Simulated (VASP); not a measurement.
A run of VASP 6.6.1:

Contents of INCAR:

```
SYSTEM = W
PREC = Accurate
ENCUT = 500
EDIFF = 1E-7
ISMEAR = 0
SIGMA = 0.1
LREAL = .FALSE.
LASPH = .TRUE.
NELM = 120
ALGO = Normal
ISIF = 4
LWAVE = .FALSE.
LCHARG = .FALSE.
GGA = PE
IBRION = 2
NSW = 50
EDIFFG = -0.01
GGA_COMPAT = .FALSE.
NELMIN = 4
```

The input KPOINTS:

```
regular mesh
0
G
  24 24 24
  0 0 0
```

Contents of POSCAR:

```
W
1.0
    0.0000000000      2.1816630766      2.1814855449
    1.5425734114      0.0000000000      2.1814855449
    1.5425734114      2.1816630766      0.0000000000
W
1
Direct
    0.0000000000      0.0000000000      0.0000000000
```

Potentials or basis: VASP PAW PBE potentials, release 64 (W_sv).

Run with:

```sh
$ cat potpaw_PBE.64/W_sv/POTCAR > POTCAR
$ mpirun -np 1 vasp_std > vasp.out
```

Hardware: 1 thread of Intel Xeon 8259CL, with other jobs on the host.

**Question.** How long does it take, and how much memory?

**Answer.** It took 4.1 min on 1 thread of Intel Xeon 8259CL, with other jobs on the host, peak memory 0.4 GiB. Counts: scf iterations 13, k points 1963, ion steps 1.
